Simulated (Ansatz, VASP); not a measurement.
**Mg2Ir: VASP beside Ansatz**

File INCAR:

```
PREC = Accurate
ENCUT = 520
EDIFF = 1E-6
ISMEAR = 0
SIGMA = 0.1
LREAL = F
LASPH = T
NELM = 60
ALGO = Normal
ISIF = 2
LWAVE = F
LCHARG = T
GGA = PE
LELF = T
LVHAR = T
NBANDS = 14
```

File KPOINTS:

```
regular mesh
0
Gamma
  6 6 6
```

The input POSCAR:

```
Mg2Ir
1.0
    1.7116831834      0.9882407467      5.1697210845
   -1.7116831834      0.9882407467      5.1697210845
    0.0000000000     -1.9764814934      5.1697210845
Mg Ir
2 1
Direct
    0.7500000000      0.7500000000      0.7500000000
    0.2500000000      0.2500000000      0.2500000000
    0.0000000000      0.0000000000      0.0000000000
```

Input for Ansatz:

```yaml
crystal:
  lattice:
    - [1.7116831834, 0.9882407467, 5.1697210845]
    - [-1.7116831834, 0.9882407467, 5.1697210845]
    - [0.0, -1.9764814934, 5.1697210845]
  atoms:
    - { symbol: Mg, position: [0.75, 0.75, 0.75] }
    - { symbol: Mg, position: [0.25, 0.25, 0.25] }
    - { symbol: Ir, position: [0.0, 0.0, 0.0] }
basis:
  ecutwfc: 420
kpoints:
  mp_grid: { grid: [6, 6, 6] }
hamiltonian:
  xc: pbe
scf:
  occupations: { method: gaussian, width: 0.1 }
  lower_state_search: "off"
output:
  forces: true
  stress: true
  eigenvalues: true
```

Alike in both runs: task single point; functional PBE; k mesh 6 × 6 × 6; occupations gaussian, width 0.1 eV; no spin polarisation.

|  | VASP | Ansatz |
| --- | --- | --- |
| version | VASP 6.6.1 | Ansatz 0.2.0 |
| potentials or method | VASP PAW PBE potentials, release 64 (Mg, Ir), cutoff 520 eV | scalar-relativistic, plane waves, PAW |
| valence electrons in the cell | 13 | 37 |

```csv
,VASP,Ansatz,Ansatz less VASP
gap on the k mesh at the Fermi level (eV),none,none,-
pressure (GPa),25.4,25.5,+0.12
"traceless stress, the component that is largest in VASP (GPa)",-1.17,-1.24,-0.071
rms of the force components (eV/Å),1.579,1.573,-0.0056
```

Atom by atom the forces differ by 0.006 eV/Å (rms over components). A gap of «none» marks a metal or a gap that the smearing closes. The functional is the same, so the differences come from potentials, cutoffs and numerics. VASP's potentials hold 13 valence electrons a cell and Ansatz's 37, so a difference there can come from the potentials and not from the codes.

Spin-orbit coupling is off throughout.
